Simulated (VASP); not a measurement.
Crystal: Si.

```
CELL_PARAMETERS angstrom
0.00000 2.71356 2.71356
2.71356 0.00000 2.71356
2.71356 2.71356 0.00000
ATOMIC_POSITIONS crystal
Si 0.74479 0.75596 0.73405
Si 0.49871 0.48495 0.50893
```

- Program: VASP 6.6.1
- Task: relaxation of the atoms
- Functional: LDA
- Potentials or basis: VASP PAW LDA potentials, release 64 (Si)
- Cutoff: 520 eV
- k mesh: 7 × 7 × 7
- Occupations: fermi-dirac, width 0.05 eV
- Spin: no spin polarisation

At the start: pressure -1.0 GPa; volume 19.98 Å³/atom.

Q: How do energy, volume and symmetry change on relaxing?

A: Over 6 steps the energy falls by 26.5 meV/atom; space group C2/m (No. 12, to 0.1 Å) before, Fd-3m (No. 227, to 0.1 Å).

The path:
```csv
step,energy change (eV),largest force (eV/Å),pressure (GPa)
1,0.0000,1.1423,-0.99
2,-0.0499,0.2822,-1.23
3,-0.0523,0.1386,-1.24
4,-0.0530,0.0387,-1.25
5,-0.0530,0.0175,-1.25
6,-0.0531,0.0031,-1.25
```

Final structure:
```
Si
1.0
     0.00000    2.71356    2.71356
     2.71356    0.00000    2.71356
     2.71356    2.71356    0.00000
Si
2
Direct
  0.74674 0.74549 0.74646
  0.49676 0.49543 0.49652
```
